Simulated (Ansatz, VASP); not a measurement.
# GaGe3 in VASP and in Ansatz

```
Ge Ga
1.0
     4.22064    0.00000    0.00000
     0.00000    4.22064    0.00000
     0.00000    0.00000    4.22064
Ge Ga
3 1
Direct
  0.50000 0.50000 0.00000
  0.50000 0.00000 0.50000
  0.00000 0.50000 0.50000
  0.00000 0.00000 0.00000
```

Change from the starting cell: volume scaled by 0.96.

Alike in both runs: task single point; functional PBEsol; k mesh 6 × 6 × 6; occupations fermi-dirac, width 0.05 eV; no spin polarisation.

|  | VASP | Ansatz |
| --- | --- | --- |
| version | VASP 6.6.1 | Ansatz 0.2.0 |
| potentials or method | VASP PAW PBE potentials, release 64 (Ge_d, Ga_d), cutoff 520 eV | all-electron LAPW, scalar-relativistic |

```csv
,VASP,Ansatz,Ansatz less VASP
gap on the k mesh at the Fermi level (eV),none,none,-
pressure (GPa),-1.1,-1.1,-0.01
```

VASP's potentials were made for PBE, not for PBEsol. A gap of «none» marks a metal or a gap that the smearing closes. Ansatz ran all-electron here, and VASP with PAW potentials.
